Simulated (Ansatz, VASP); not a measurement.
## Two plane-wave programs on Ni

```
Ni
1.0
     0.00000    1.73812    1.73812
     1.73812    0.00000    1.73812
     1.73812    1.73812    0.00000
Ni
1
Cartesian
  0.0000 0.0000 0.0000
```

Change from the starting cell: volume scaled by 0.96, no spin polarisation, PAW files.

Alike in both runs: task single point; functional LDA; k mesh 16 × 16 × 16; occupations fermi-dirac, width 0.1 eV; no spin polarisation.

|  | VASP | Ansatz |
| --- | --- | --- |
| version | VASP 6.6.1 | Ansatz 0.2.0 |
| potentials or method | VASP PAW LDA potentials, release 64 (Ni) | PAW with Ansatz's default frozen-core files, scalar-relativistic |
| plane-wave cutoff (eV) | 520 | 420 |
| valence electrons in the cell | 10 | 18 |

```tsv
	VASP	Ansatz	Ansatz less VASP
pressure (GPa)	-10.8	-10.9	-0.11
```

LDA's correlation is that of Perdew and Zunger in VASP and of Perdew and Wang (1992) in Ansatz. VASP's potentials hold 10 valence electrons a cell and Ansatz's 18, so a difference there can come from the potentials and not from the codes.
